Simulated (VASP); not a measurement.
# Ti (Fm-3m) in VASP: a series of runs

Aim: see how the results for Ti move with the level of theory and the settings. Levels: PBE+U, PBE, RPBE+D3(BJ). Tasks: single point.

All numbers are computed with VASP 6.6.1; they aren't measurements. Logs are shortened: lines on timing, memory, paths and dates and some standing lists are left out, and cuts for length are marked.

### 1 The cell of the first run

The structure is cubic, space group Fm-3m (No. 225). The conventional cell has a = 4.060 Å, b = 4.060 Å, c = 4.060 Å, α = 90.00°, β = 90.00°, γ = 90.00°. Ti (site symmetry m-3m) has 12 Ti at 2.87 Å within 3.8 Å.

### 2 Single point, PBE+U

File INCAR:

```
SYSTEM = Ti
  ALGO = Fast
  EDIFF = 1E-6
  ENCUT = 520
  GGA = PE
  ISIF = 2
  ISMEAR = 0
  ISYM = 0
  LASPH = .TRUE.
  LCHARG = .FALSE.
  LDAU = .TRUE.
  LDAUJ = 0
  LDAUL = 2
  LDAUPRINT = 1
  LDAUTYPE = 2
  LDAUU = 1.4
  LMAXMIX = 4
  LREAL = .FALSE.
  LWAVE = .FALSE.
  NBANDS = 12
  NELM = 150
  PREC = Accurate
  SIGMA = 0.1
```

File KPOINTS:

```
k-points
0
G
  6 6 6
  0 0 0
```

File POSCAR:

```
Ti
1.0
    0.0000000000      2.0300000000      2.0300000000
    2.0300000000      0.0000000000      2.0300000000
    2.0300000000      2.0300000000      0.0000000000
Ti
1
Direct
    0.0000000000      0.0000000000      0.0000000000
```

Potentials or basis: VASP PAW PBE potentials, release 64 (Ti_sv).

Launch:

```console
$ cat potpaw_PBE.64/Ti_sv/POTCAR > POTCAR
$ mpirun -np 1 vasp_std > vasp.out
```

OUTCAR:

```text
SYSTEM = Ti
   EDIFF = 1E-6
   ENCUT = 520
   GGA = PE
   ISIF = 2
   ISMEAR = 0
   ISYM = 0
   LASPH = .TRUE.
   LREAL = .FALSE.
   NELM = 150
   PREC = Accurate

 ion  position               nearest neighbor table
   1  0.000  0.000  0.000-

IMPORTANT INFORMATION: All symmetrisations will be switched off!
NOSYMM: (Re-)initialisation of all symmetry stuff for point group C_1.

----------------------------------------------------------------------------------------

                                     Primitive cell

  volume of cell :      16.7309

  direct lattice vectors                    reciprocal lattice vectors
     0.000000000  2.030000000  2.030000000    -0.246305419  0.246305419  0.246305419
     2.030000000  0.000000000  2.030000000     0.246305419 -0.246305419  0.246305419
     2.030000000  2.030000000  0.000000000     0.246305419  0.246305419 -0.246305419

  length of vectors
     2.870853532  2.870853532  2.870853532     0.426613499  0.426613499  0.426613499

  position of ions in fractional coordinates (direct lattice)
     0.000000000  0.000000000  0.000000000

  ion indices of the primitive-cell ions
   primitive index   ion index
                 1           1

----------------------------------------------------------------------------------------

 KPOINTS: k-points

Automatic generation of k-mesh.
 Grid dimensions read from file:
 generate k-points for:    6    6    6

 Generating k-lattice:

  Cartesian coordinates                     Fractional coordinates (reciprocal lattice)
    -0.041050903  0.041050903  0.041050903     0.166666667  0.000000000  0.000000000
     0.041050903 -0.041050903  0.041050903     0.000000000  0.166666667  0.000000000
     0.041050903  0.041050903 -0.041050903     0.000000000  0.000000000  0.166666667

  Length of vectors
     0.071102250  0.071102250  0.071102250

  Shift w.r.t. Gamma in fractional coordinates (k-lattice)
     0.000000000  0.000000000  0.000000000

 Subroutine IBZKPT returns following result:
 ===========================================

 Found    112 irreducible k-points:

 Following reciprocal coordinates:
            Coordinates               Weight
  0.000000  0.000000  0.000000      1.000000
  0.166667  0.000000  0.000000      2.000000
  0.000000  0.166667  0.000000      2.000000
  0.000000  0.000000  0.166667      2.000000
  0.166667  0.166667  0.166667      2.000000
  0.333333  0.000000  0.000000      2.000000
[... 16 lines left out ...]
  0.166667 -0.166667 -0.166667      2.000000
  0.333333  0.333333  0.166667      2.000000
 [... further k-points ...]
   k-points           NKPTS =    112   k-points in BZ     NKDIM =    112   number of bands    NBANDS=     12
   number of dos      NEDOS =    301   number of ions     NIONS =      1
   total plane-waves  NPLWV =  13824
   dimension x,y,z NGX =    24 NGY =   24 NGZ =   24
   dimension x,y,z NGXF=    48 NGYF=   48 NGZF=   48
   ions per type =               1
   NGX,Y,Z   is equivalent  to a cutoff of  13.90, 13.90, 13.90 a.u.
   NGXF,Y,Z  is equivalent  to a cutoff of  27.80, 27.80, 27.80 a.u.
 SYSTEM =  Ti
   PREC   = accura    normal or accurate (medium, high low for compatibility)
   ISTART =      0    job   : 0-new  1-cont  2-samecut
   ICHARG =      2    charge: 1-file 2-atom 10-const
   ISPIN  =      1    spin polarized calculation?
   LNONCOLLINEAR =      F non collinear calculations
   LSORBIT =      F    spin-orbit coupling
   LASPH  =      T    aspherical Exc in radial PAW
   ENCUT  =  520.0 eV  38.22 Ry    6.18 a.u.   5.34  5.34  5.34*2*pi/ulx,y,z
   NELM   =    150;   NELMIN=  2; NELMDL= -5     # of ELM steps
   EDIFF  = 0.1E-05   stopping-criterion for ELM
   LREAL  =      F    real-space projection
   EDIFFG = 0.1E-04   stopping-criterion for IOM
   NSW    =      0    number of steps for IOM
   IBRION =     -1    ionic relax: 0-MD 1-quasi-New 2-CG
   NFREE  =      0    steps in history (QN), initial steepest desc. (CG)
   ISIF   =      2    stress and relaxation
   ISYM   =      0    0-nonsym 1-usesym 2-fastsym
   POTIM  = 0.5000    time-step for ionic-motion
   TEBEG  =    0.0;   TEEND  =   0.0 temperature during run
   PSTRESS=    0.0 pullay stress
   NELECT =      12.0000    total number of electrons
   NUPDOWN=      -1.0000    fix difference up-down
   EMIN   =  10.00;   EMAX   =-10.00  energy-range for DOS
   EFERMI =   0.00;   METHOD = LEGACY
   ISMEAR =     0;   SIGMA  =   0.10  broadening in eV -4-tet -1-fermi 0-gaus
   EFERMI_NEDOS =   21; number of points for ismear=-14 and -15
   IALGO  =     68    algorithm
   IMIX   =      4    mixing-type and parameters
     AMIX     =   0.40;   BMIX     =  1.00
     AMIX_MAG =   1.60;   BMIX_MAG =  1.00
  volume/ion in A,a.u.               =      16.73       112.91
  Fermi-wavevector in a.u.,A,eV,Ry     =   1.465421  2.769245 29.217967  2.147460
  Thomas-Fermi vector in A             =   2.581280
   LORBIT       =      0    0 simple, 1 ext, 2 COOP (PROOUT), +10 PAW based schemes
 LDA+U is selected, type is set to LDAUTYPE =  2
   angular momentum for each species LDAUL =     2
   U (eV)           for each species LDAUU =   1.4
   J (eV)           for each species LDAUJ =   0.0
   GGA     = PE    functional components
   LHFCALC =     F    Hartree Fock is set to
   AEXX    =    0.0000 exact exchange contribution
   IVDW    =     0    specifies the selected vdW correction
   LEPSILON=     F    determine dielectric tensor
   LRPA    =     F    only Hartree local field effects (RPA)
 non-spin polarized calculation
 RMM-DIIS sequential band-by-band and
 Gauss-broadening in eV      SIGMA  =   0.10
  energy-cutoff  :      520.00
  volume of cell :       16.73
 maximum number of plane-waves:       464
 NGX is ok and might be reduce to    24
   NGX = 11   NGY = 11   NGZ = 11

atom =   1  type =  1  l = 2

 onsite density matrix

spin component  1

  0.2184  0.0000  0.0000  0.0000 -0.0000
  0.0000  0.2184 -0.0000  0.0000  0.0000
  0.0000 -0.0000  0.1408  0.0000 -0.0000
  0.0000  0.0000  0.0000  0.2184  0.0000
 -0.0000  0.0000 -0.0000  0.0000  0.1408

spin component  2

  0.2184  0.0000  0.0000  0.0000 -0.0000
  0.0000  0.2184 -0.0000  0.0000  0.0000
  0.0000 -0.0000  0.1408  0.0000 -0.0000
  0.0000  0.0000  0.0000  0.2184  0.0000
 -0.0000  0.0000 -0.0000  0.0000  0.1408

 occupancies and eigenvectors

  o =  0.1408  v = -0.0000 -0.0000  0.9046 -0.0000  0.4264  0.0000  0.0000  0.0000  0.0000  0.0000      0.0000  0.0000  0.0000  0.0000  0.0000  0.0000  0.0000  0.0000  0.0000  0.0000
  o =  0.1408  v =  0.0000  0.0000  0.0000  0.0000  0.0000 -0.0000 -0.0000  0.9046 -0.0000  0.4264      0.0000  0.0000  0.0000  0.0000  0.0000  0.0000  0.0000  0.0000  0.0000  0.0000
  o =  0.1408  v =  0.0000  0.0000  0.0000  0.0000  0.0000  0.0000 -0.0000 -0.4264 -0.0000  0.9046      0.0000  0.0000  0.0000  0.0000  0.0000  0.0000  0.0000  0.0000  0.0000  0.0000
  o =  0.1408  v =  0.0000 -0.0000 -0.4264 -0.0000  0.9046  0.0000  0.0000  0.0000  0.0000  0.0000      0.0000  0.0000  0.0000  0.0000  0.0000  0.0000  0.0000  0.0000  0.0000  0.0000
  o =  0.2184  v =  0.2434  0.1805 -0.0000 -0.9530 -0.0000  0.0000  0.0000  0.0000  0.0000  0.0000      0.0000  0.0000  0.0000  0.0000  0.0000  0.0000  0.0000  0.0000  0.0000  0.0000
  o =  0.2184  v =  0.0000  0.0000  0.0000  0.0000  0.0000  0.2434  0.1805 -0.0000 -0.9530 -0.0000      0.0000  0.0000  0.0000  0.0000  0.0000  0.0000  0.0000  0.0000  0.0000  0.0000
  o =  0.2184  v =  0.2677 -0.9569  0.0000 -0.1128 -0.0000  0.0000  0.0000  0.0000  0.0000  0.0000      0.0000  0.0000  0.0000  0.0000  0.0000  0.0000  0.0000  0.0000  0.0000  0.0000
  o =  0.2184  v =  0.0000  0.0000  0.0000  0.0000  0.0000  0.2677 -0.9569  0.0000 -0.1128 -0.0000      0.0000  0.0000  0.0000  0.0000  0.0000  0.0000  0.0000  0.0000  0.0000  0.0000
  o =  0.2184  v =  0.9322  0.2277  0.0000  0.2812 -0.0000  0.0000  0.0000  0.0000  0.0000  0.0000      0.0000  0.0000  0.0000  0.0000  0.0000  0.0000  0.0000  0.0000  0.0000  0.0000
  o =  0.2184  v =  0.0000  0.0000  0.0000  0.0000  0.0000  0.9322  0.2277  0.0000  0.2812 -0.0000      0.0000  0.0000  0.0000  0.0000  0.0000  0.0000  0.0000  0.0000  0.0000  0.0000

 number of electron      12.0000002 magnetization

 Free energy of the ion-electron system (eV)
  ---------------------------------------------------
  ext. energy  EPLUGINS =         0.00000000
  ---------------------------------------------------
  free energy    TOTEN  =        -6.69900295 eV

  energy without entropy =       -6.68775137  energy(sigma->0) =       -6.69337716

 E-fermi :   8.7669     XC(G=0): -11.7015

 val. band max:        8.7420435497   @ k =   0.3333   0.3333   0.3333
 cond. band min:       8.8495735183   @ k =   0.5000   0.3333   0.1667
 fundamental gap:      0.1075299686
 Fermi energy:         8.7668506807

 k-point     1 :       0.0000    0.0000    0.0000
  band No.  band energies     occupation
      1     -48.2539      2.00000
      2     -24.0556      2.00000
      3     -24.0556      2.00000
      4     -24.0556      2.00000
      5       2.4242      2.00000
      6       9.7171      0.00000
      7       9.7171      0.00000
      8       9.7171      0.00000
      9      11.5392      0.00000
     10      11.5392      0.00000
     11      24.0778      0.00000
     12      28.7387      0.00000

 k-point     2 :       0.1667    0.0000    0.0000
  band No.  band energies     occupation
      1     -48.2192      2.00000
      2     -24.2469      2.00000
      3     -24.0795      2.00000
      4     -24.0795      2.00000
      5       3.3129      2.00000
      6       9.2164      0.00000
      7       9.9694      0.00000
      8       9.9694      0.00000
      9      11.4170      0.00000
     10      11.4170      0.00000
     11      24.0872      0.00000
     12      25.2996      0.00000
[... 301 lines left out ...]
 k-point    23 :       0.1667   -0.1667   -0.1667
  band No.  band energies     occupation
      1     -48.1495      2.00000
      2     -24.5114      2.00000
      3     -24.1806      2.00000
      4     -24.1775      2.00000
      5       5.2330      2.00000
      6       8.2772      2.00000
      7       9.6554      0.00000
      8      10.5217      0.00000
      9      11.5956      0.00000
     10      12.2553      0.00000
     11      21.5815      0.00000
     12      24.7024      0.00000

 k-point    24 :       0.3333    0.3333    0.1667
  band No.  band energies     occupation
      1     -48.1495      2.00000
      2     -24.5114      2.00000
      3     -24.1806      2.00000
      4     -24.1775      2.00000
      5       5.2330      2.00000
      6       8.2772      2.00000
      7       9.6554      0.00000
      8      10.5217      0.00000
      9      11.5956      0.00000
     10      12.2553      0.00000
     11      21.5815      0.00000
     12      24.7024      0.00000

 [... further k-points ...]

------------------------ aborting loop because EDIFF is reached ----------------------------------------

  FORCE on cell =-STRESS in cart. coord.  units (eV):
  Direction    XX          YY          ZZ          XY          YZ          ZX
  --------------------------------------------------------------------------------------
  -------------------------------------------------------------------------------------
  Total        0.8873048      0.8874067      0.8873244      0.0000181     -0.0000031      0.0000095
  in kB       84.9699406     84.9796966     84.9718113      0.0017313     -0.0002988      0.0009071
  external PRESSURE =      84.9738162 kB  Pullay stress =       0.0000000 kB

 VOLUME and BASIS-vectors are now :
 -----------------------------------------------------------------------------
  energy-cutoff  :      520.00
  volume of cell :       16.73
      direct lattice vectors                 reciprocal lattice vectors
     0.000000000  2.030000000  2.030000000    -0.246305419  0.246305419  0.246305419
     2.030000000  0.000000000  2.030000000     0.246305419 -0.246305419  0.246305419
     2.030000000  2.030000000  0.000000000     0.246305419  0.246305419 -0.246305419

 POSITION                                       TOTAL-FORCE (eV/Angst)
 -----------------------------------------------------------------------------------
      0.00000      0.00000      0.00000        -0.000020     -0.000038      0.000001
 -----------------------------------------------------------------------------------
    total drift:                               -0.000020     -0.000038      0.000001

  FREE ENERGIE OF THE ION-ELECTRON SYSTEM (eV)
  ---------------------------------------------------
  free  energy   TOTEN  =        -6.6990029450 eV

  energy  without entropy=       -6.6877513706  energy(sigma->0) =       -6.69337716
```

Run time: 70 s. Hardware: 1 thread of AMD EPYC 7R43 (Zen 3), shared host; peak memory 0.11 GiB.

Results:

| Item | Value |
| --- | --- |
| Free energy | -6.6990 eV |
| Pressure | 8.5 GPa |
| Band gap on the k mesh | zero (band 6 reaches 9.72 eV, above the bottom of band 7 at 8.70 eV) |

Eigenvalues of the final occupation matrices:
```csv
site,spin,trace,eigenvalues
site 1 d,1,0.94,0.14 0.14 0.22 0.22 0.22
site 1 d,2,0.94,0.14 0.14 0.22 0.22 0.22
```

Caveat: the k points lie up to 0.45 Å⁻¹ apart; U without spin polarisation on a metal has little footing; the U is typed as a test and isn't derived for this compound.

(Part 1 of 2 ends here.)
